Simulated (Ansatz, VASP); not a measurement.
## TiAl in VASP and in Ansatz

File POSCAR:

```
TiAl
1.0
    3.2664860147      0.0000000000      0.0000000000
    0.0000000000      3.2664860147      0.0000000000
    0.0000000000      0.0000000000      3.2664860147
Ti Al
1 1
Direct
    0.0000000000      0.0000000000      0.0000000000
    0.5000000000      0.5000000000      0.5000000000
```

File INCAR.step1:

```
SYSTEM = TiAl
  PREC = Accurate
  ENCUT = 520
  ISMEAR = 0
  SIGMA = 0.15
  LREAL = .FALSE.
  LASPH = .TRUE.
  NELM = 80
  NBANDS = 14
  GGA = PE
  ALGO = Normal
  EDIFF = 1E-4
  LWAVE = .TRUE.
  LCHARG = .FALSE.
```

INCAR.step2

```
SYSTEM = TiAl
  PREC = Accurate
  ENCUT = 520
  EDIFF = 1E-7
  ISMEAR = 0
  SIGMA = 0.15
  LREAL = .FALSE.
  LASPH = .TRUE.
  NELM = 80
  ALGO = Normal
  ISIF = 2
  LWAVE = .FALSE.
  LCHARG = .TRUE.
  METAGGA = R2SCAN
  LMIXTAU = .TRUE.
  LELF = .TRUE.
  LVHAR = .TRUE.
  NBANDS = 14
  ISTART = 1
```

KPOINTS

```
regular mesh
0
G
  20 20 20
  0 0 0
```

Input for Ansatz:

```yaml
crystal:
  lattice:
    - [3.2664860147, 0.0, 0.0]
    - [0.0, 3.2664860147, 0.0]
    - [0.0, 0.0, 3.2664860147]
  atoms:
    - { symbol: Ti, position: [0.0, 0.0, 0.0] }
    - { symbol: Al, position: [0.5, 0.5, 0.5] }
basis:
  ecutwfc: 500
kpoints:
  mp_grid: { grid: [20, 20, 20] }
hamiltonian:
  xc: r2scan
scf:
  occupations: { method: gaussian, width: 0.15 }
output:
  forces: true
  stress: true
  eigenvalues: true
```

Change from the starting cell: strain +0.030 along x and y, +0.030 along z, atoms carried along.

Alike in both runs: task single point; functional r2SCAN; k mesh 20 × 20 × 20; occupations gaussian, width 0.15 eV; no spin polarisation.

|  | VASP | Ansatz |
| --- | --- | --- |
| version | VASP 6.6.1 | Ansatz 0.2.0 |
| potentials or method | VASP PAW PBE potentials, release 64 (Ti_sv, Al), cutoff 520 eV | scalar-relativistic, plane waves, PAW |
| valence electrons in the cell | 15 | 15 |

Ansatz gave:

| Item | Value |
| --- | --- |
| gap on the k mesh at the Fermi level (eV) | none |
| pressure (GPa) | -8.9 |

Which values does VASP return?

gap on the k mesh at the Fermi level (eV): none; pressure (GPa): -8.7.

VASP's potentials were made for PBE, not for r2SCAN. A gap of «none» marks a metal or a gap that the smearing closes.
